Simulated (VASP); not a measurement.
A run of VASP 6.6.1:

The input INCAR:

```
ALGO = Normal ; EDIFF = 1E-7
ENCUT = 520 ; GGA = CA
ISIF = 2 ; ISMEAR = 0
LASPH = T ; LCHARG = F
LREAL = F ; LWAVE = F
NBANDS = 11 ; NELM = 60
PREC = Accurate ; SIGMA = 0.05
```

The input KPOINTS:

```
k-points
0
Gamma
  14 14 8
```

The input POSCAR:

```
C
1.0
    2.1172982844     -1.2226080098     -0.0299340354
    2.1172982844      1.2222600840      0.0067389860
   -1.3916690928      0.0500595288      3.3373019203
C
2
Direct
    0.8333830096      0.8333830096      0.0001497828
    0.1666169904      0.1666169904      0.9998502172
```

Potentials or basis: VASP PAW LDA potentials, release 64 (C).

Run with:

```bash
$ cat potpaw_LDA.64/C/POTCAR > POTCAR
$ mpirun -np 1 vasp_std > vasp.out
```

Hardware: 1 thread of Intel(R) Xeon(R) 6975P-C (Granite Rapids), with other jobs on the host.

Task: Estimate the wall time of this run.

Result: It took 60 s on 1 thread of Intel(R) Xeon(R) 6975P-C (Granite Rapids), with other jobs on the host, peak memory 0.21 GiB. Counts: scf iterations 12, k points 788.
